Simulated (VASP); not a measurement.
The system is CdTeF6.

```
Cd Te F
1.0
     0.00000    4.28265    4.28265
     4.28265    0.00000    4.28265
     4.28265    4.28265    0.00000
Cd Te F
1 1 6
Direct
  0.00000 0.00000 0.00000
  0.50000 0.50000 0.50000
  0.74762 0.25238 0.25238
  0.25238 0.74762 0.74762
  0.25238 0.74762 0.25238
  0.74762 0.25238 0.74762
  0.25238 0.25238 0.74762
  0.74762 0.74762 0.25238
```

| Item | Value |
| --- | --- |
| Program | VASP 6.6.1 |
| Task | relaxation of cell and atoms |
| Functional | PBE |
| Potentials or basis | VASP PAW PBE potentials, release 64 (Cd, Te, F) |
| Cutoff | 600 eV |
| k mesh | 4 × 4 × 4 |
| Occupations | gaussian, width 0.1 eV |
| Spin | no spin polarisation |

At the start: pressure 1.4 GPa; volume 19.64 Å³/atom.

Task: Where does the relaxation end?

Result: Over 5 steps the energy falls by 33.6 meV/atom and the volume is 20.48 Å³/atom (+4.3 %); space group Fm-3m (No. 225, to 0.05 Å).

Step by step:
```tsv
step	energy change (eV)	largest force (eV/Å)	pressure (GPa)	volume (Å³)
1	0.0000	1.2592	1.36	157.10
2	-0.2579	0.0195	1.15	160.90
3	-0.2594	0.0777	1.19	161.22
4	-0.2670	0.0799	-0.51	165.03
5	-0.2690	0.0316	0.00	163.83
```

Final structure:
```cif
data_structure
_symmetry_space_group_name_H-M 'P 1'
_symmetry_Int_Tables_number 1
_cell_length_a 6.1419
_cell_length_b 6.1419
_cell_length_c 6.1419
_cell_angle_alpha 60.000
_cell_angle_beta 60.000
_cell_angle_gamma 60.000
_cell_volume 163.83
loop_
_atom_site_label
_atom_site_type_symbol
_atom_site_fract_x
_atom_site_fract_y
_atom_site_fract_z
_atom_site_occupancy
Cd1 Cd 0.00000 0.00000 0.00000 1
Te1 Te 0.50000 0.50000 0.50000 1
F1 F 0.73998 0.26002 0.26002 1
F2 F 0.26002 0.73998 0.73998 1
F3 F 0.26002 0.73998 0.26002 1
F4 F 0.73998 0.26002 0.73998 1
F5 F 0.26002 0.26002 0.73998 1
F6 F 0.73998 0.73998 0.26002 1
```
